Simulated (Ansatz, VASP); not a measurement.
## Two plane-wave programs on Ir

```xyz
1
Lattice="-1.5562 1.5562 1.5562 1.5562 -1.5562 1.5562 1.5562 1.5562 -1.5562" Properties=species:S:1:pos:R:3 pbc="T T T"
Ir    0.0000    0.0000    0.0000
```

Alike in both runs: functional PBE; k mesh 14 × 14 × 14; occupations fermi-dirac, width 0.05 eV; collinear spin.

Ansatz relaxed the structure, and its values are those at the end. VASP's run is a single point on that final structure, the one shown.

|  | VASP | Ansatz |
| --- | --- | --- |
| version | VASP 6.6.1 | Ansatz 0.2.0 |
| potentials or method | VASP PAW PBE potentials, release 64 (Ir), cutoff 520 eV | plane waves (420 eV) with PAW, scalar-relativistic |
| valence electrons in the cell | 9 | 17 |

Ansatz gave:

```
pressure (GPa)                                                : 0.0
net moment per atom (μB)                                      : 0.47
size of the moment on the site where the two differ most (μB) : 0.45
```

Q: Estimate VASP's values.

A: Pressure (GPa): 0.4; net moment per atom (μB): 0.46; size of the moment on the site where the two differ most (μB): 0.46.

Site moments also hang on the region over which each program counts them. The functional is the same, so the differences come from potentials, cutoffs and numerics. VASP's potentials hold 9 valence electrons a cell and Ansatz's 17, so a difference there can come from the potentials and not from the codes.

Spin-orbit coupling is off throughout.
